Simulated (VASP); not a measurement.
Set up this calculation in VASP 6.6.1, as the native input.

| Item | Value |
| --- | --- |
| Task | single point |
| Functional | PBEsol |
| Potentials or basis | VASP PAW PBE potentials, release 64 (Ti_sv, C) |
| Cutoff | 520 eV |
| k mesh | 18 × 18 × 12 |
| Occupations | gaussian, width 0.1 eV |
| Spin | no spin polarisation |
| Dipole correction | no |
| Further INCAR settings | ALGO = Normal; EDIFF = 1e-06; NBANDS = 24 |

The structure of TiC lies in POSCAR:

```
TiC
1.0
    2.0608191963      2.0608191963      0.0000000000
   -2.0608191963      2.0608191963      0.0000000000
    0.0000000000      0.0000000000      4.3964142855
Ti C
2 2
Direct
    0.0000000000      0.0000000000      0.0000000000
    0.5000000000      0.5000000000      0.5000000000
    0.5000000000      0.5000000000      0.0000000000
    0.0000000000      0.0000000000      0.5000000000
```

This cell differs from its parent crystal: biaxial strain in the a-b plane: -4.0 %.

One way to write it, as run:

INCAR

```
  ALGO = Normal
  EDIFF = 1E-6
  ENCUT = 520
  GGA = PS
  ISIF = 2
  ISMEAR = 0
  LASPH = T
  LCHARG = F
  LREAL = F
  LWAVE = F
  NBANDS = 24
  NELM = 80
  PREC = Accurate
  SIGMA = 0.1
```

KPOINTS

```
k-points
0
Gamma
  18 18 12
```

Potentials or basis: VASP PAW PBE potentials, release 64 (Ti_sv, C).

Launch:

```bash
$ cat potpaw_PBE.64/Ti_sv/POTCAR potpaw_PBE.64/C/POTCAR > POTCAR
$ mpirun -np 1 vasp_std > vasp.out
```

Results of the run:

```json
{
  "Pressure": "19.9 GPa",
  "Band gap on the k mesh": "zero (bands 16 and 17 overlap by 1.49 eV)"
}
```

Caveat: the cell differs from its parent crystal (biaxial strain in the a-b plane: -4.0 %); the stress differs along the axes, from -2 to 31 GPa; the PAW data sets were made with another functional, which shifts forces and pressure a little.

Run time: 2.7 min on 1 thread of Intel(R) Xeon(R) 6975P-C (Granite Rapids), with other jobs on the host, peak memory 0.39 GiB.
